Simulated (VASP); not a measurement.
**YPdF: single point with r2SCAN**

YPdF:

```
CELL_PARAMETERS angstrom
3.85167 0.00000 0.00000
-1.92583 3.33564 0.00000
0.00000 0.00000 4.36427
ATOMIC_POSITIONS crystal
Y 0.00000 0.00000 0.00000
Pd 0.66667 0.33333 0.50000
F 0.33333 0.66667 0.50000
```

```yaml
Program: VASP 6.6.1
Task: single point
Functional: r2SCAN
Potentials_or_basis: VASP PAW PBE potentials, release 64 (Y_sv, Pd, F)
Cutoff: 520 eV
k_mesh: 7 × 7 × 5
Occupations: fermi-dirac, width 0.05 eV
Spin: no spin polarisation
Dipole_correction: no
Further_INCAR_settings: ALGO = Normal; EDIFF = 1e-06; NBANDS = 21
```

```json
{
  "Pressure": "1.1 GPa",
  "Band gap on the k mesh": "zero (band 14 reaches 6.13 eV, above the bottom of band 15 at 4.80 eV)"
}
```

Stress tensor (GPa, compression positive):
```
  8.02   0.00   0.00
  0.00   8.02   0.00
  0.00   0.00 -12.78
```

Levels at points of the mesh, in eV from the Fermi level:
| k point | band 10 | band 11 | band 12 | band 13 | band 14 | band 15 | band 16 | band 17 | band 18 | band 19 |
| --- | --- | --- | --- | --- | --- | --- | --- | --- | --- | --- |
| (0.00, 0.00, 0.00) | -2.79 | -2.79 | -2.64 | -0.94 | -0.94 | 0.79 | 1.50 | 1.50 | 3.39 | 3.39 |

Run time: 2.6 min on 1 thread of AMD EPYC 7R13 Processor (Zen 3), with other jobs on the host, peak memory 0.17 GiB.

Caveat: the PAW data sets were made with another functional, which shifts forces and pressure a little.
